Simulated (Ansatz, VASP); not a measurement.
## CdS: VASP beside Ansatz

```
Cd S
1.0
     0.00000    2.91650    2.91650
     2.91650    0.00000    2.91650
     2.91650    2.91650    0.00000
Cd S
1 1
Direct
  0.00000 0.00000 0.00000
  0.25000 0.25000 0.25000
```

Alike in both runs: task single point; functional PBEsol; k mesh 6 × 6 × 6; no spin polarisation.

```csv
,VASP,Ansatz
version,VASP 6.6.1,Ansatz 0.2.0
potentials or method,"VASP PAW PBE potentials, release 64 (Cd, S)","plane waves, PAW"
plane-wave cutoff (eV),520,420
occupations,"gaussian, width 0.01 eV",fixed
valence electrons in the cell,18,26
```

|  | VASP | Ansatz | Ansatz less VASP |
| --- | --- | --- | --- |
| gap on the k mesh at the Fermi level (eV) | 1.01 | 1.00 | -0.005 |

VASP's potentials were made for PBE, not for PBEsol. VASP's potentials hold 18 valence electrons a cell and Ansatz's 26, so a difference there can come from the potentials and not from the codes.
